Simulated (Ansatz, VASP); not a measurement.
**One calculation of W3C, two programs**

Contents of INCAR:

```
SYSTEM = W3C
PREC = Accurate
ENCUT = 520
EDIFF = 1E-6
ISMEAR = 0
SIGMA = 0.1
LREAL = .False.
LASPH = .True.
NELM = 60
ALGO = Normal
ISIF = 2
LWAVE = .False.
LCHARG = .False.
LDIPOL = .True.
IDIPOL = 3
DIPOL = 0.5 0.5 0.349
GGA = PE
NBANDS = 31
```

The input KPOINTS:

```
Automatic mesh
0
Gamma
  9 9 1
  0 0 0
```

File POSCAR:

```
W3C
1.0
    2.8545944806      0.0000000000      0.0000000000
   -1.4272972403      2.4721513377      0.0000000000
    0.0000000000      0.0000000000     21.6971108210
W C
3 1
Direct
    0.6666666667      0.3333333333      0.1843563428
    0.3333333333      0.6666666667      0.2926027619
    0.0000000000      0.0000000000      0.4008418859
    0.0000000000      0.0000000000      0.5174472728
```

Input for Ansatz:

```yaml
crystal:
  lattice:
    - [2.8545944806, 0.0, 0.0]
    - [-1.4272972403, 2.4721513377, 0.0]
    - [0.0, 0.0, 21.697110821]
  atoms:
    - { symbol: W, position: [0.6666666667, 0.3333333333, 0.1843563428] }
    - { symbol: W, position: [0.3333333333, 0.6666666667, 0.2926027619] }
    - { symbol: W, position: [0.0, 0.0, 0.4008418859] }
    - { symbol: C, position: [0.0, 0.0, 0.5174472728] }
basis:
  ecutwfc: 420
kpoints:
  mp_grid: { grid: [9, 9, 1] }
hamiltonian:
  xc: pbe
scf:
  occupations: { method: gaussian, width: 0.1 }
output:
  forces: true
  eigenvalues: true
efield:
  axis: 3
  dipole_correction: true
  ramp_width: 0.04
```

Alike in both runs: task single point; functional PBE; k mesh 9 × 9 × 1; occupations gaussian, width 0.1 eV; no spin polarisation.

```csv
,VASP,Ansatz
version,VASP 6.6.1,Ansatz 0.2.0
potentials or method,"VASP PAW PBE potentials, release 64 (W_sv, C), cutoff 520 eV","scalar-relativistic, plane waves, PAW"
valence electrons in the cell,46,46
```

VASP gave:

```
gap on the k mesh at the Fermi level (eV) : none
rms of the force components (eV/Å)        : 1.129
```

**Question.** What did Ansatz give for the same quantities?

**Answer.** gap on the k mesh at the Fermi level (eV): none; rms of the force components (eV/Å): 1.126.

Atom by atom the forces differ by 0.010 eV/Å (rms over components). A gap of «none» marks a metal or a gap that the smearing closes. With one functional, cell and mesh, what is left measures potentials, basis and numerics.

Neither program's run includes spin-orbit coupling.
